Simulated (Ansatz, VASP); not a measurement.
## Cd: VASP beside Ansatz

```
CELL_PARAMETERS angstrom
-1.74805 1.74805 1.74805
1.74805 -1.74805 1.74805
1.74805 1.74805 -1.74805
ATOMIC_POSITIONS crystal
Cd 0.00000 0.00000 0.00000
```

Alike in both runs: functional PBEsol; k mesh 15 × 15 × 15; occupations fermi-dirac, width 0.1 eV; no spin polarisation.

Ansatz relaxed the structure, and its values are those at the end. VASP's run is a single point on that final structure, the one shown.

```csv
,VASP,Ansatz
version,VASP 6.6.1,Ansatz 0.2.0
potentials or method,"VASP PAW PBE potentials, release 64 (Cd)","PAW with Ansatz's default frozen-core files, scalar-relativistic"
plane-wave cutoff (eV),520,420
valence electrons in the cell,12,20
```

Ansatz gave:

- pressure (GPa): 0.0

Question: Estimate VASP's values.

Answer: Pressure (GPa): 0.3.

VASP's potentials were made for PBE, not for PBEsol. With one functional, cell and mesh, what is left measures potentials, basis and numerics. VASP's potentials hold 12 valence electrons a cell and Ansatz's 20, so a difference there can come from the potentials and not from the codes.
